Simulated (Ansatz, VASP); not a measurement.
## Two plane-wave programs on Na

```
Na
1.0
     3.76700    0.00000    0.00000
    -1.88350    3.26232    0.00000
     0.00000    0.00000    6.15400
Na
2
Direct
  0.40230 0.80461 0.21344
  0.66667 0.33333 0.75000
```

Alike in both runs: task single point; functional PBEsol; k mesh 12 × 12 × 8; occupations gaussian, width 0.15 eV; no spin polarisation.

|  | VASP | Ansatz |
| --- | --- | --- |
| version | VASP 6.6.1 | Ansatz 0.2.0 |
| potentials or method | VASP PAW PBE potentials, release 64 (Na_pv), cutoff 520 eV | scalar-relativistic, plane waves, PAW |
| valence electrons in the cell | 14 | 18 |

```tsv
	VASP	Ansatz	Ansatz less VASP
gap on the k mesh at the Fermi level (eV)	none	none	-
pressure (GPa)	-0.2	-0.2	0.00
traceless stress, the component that is largest in VASP (GPa)	-0.36	-0.37	-0.001
rms of the force components (eV/Å)	0.106	0.105	-0.0003
```

VASP's potentials were made for PBE, not for PBEsol. Atom by atom the forces differ by 0.000 eV/Å (rms over components). A gap of «none» marks a metal or a gap that the smearing closes. With one functional, cell and mesh, what is left measures potentials, basis and numerics. VASP's potentials hold 14 valence electrons a cell and Ansatz's 18, so a difference there can come from the potentials and not from the codes.
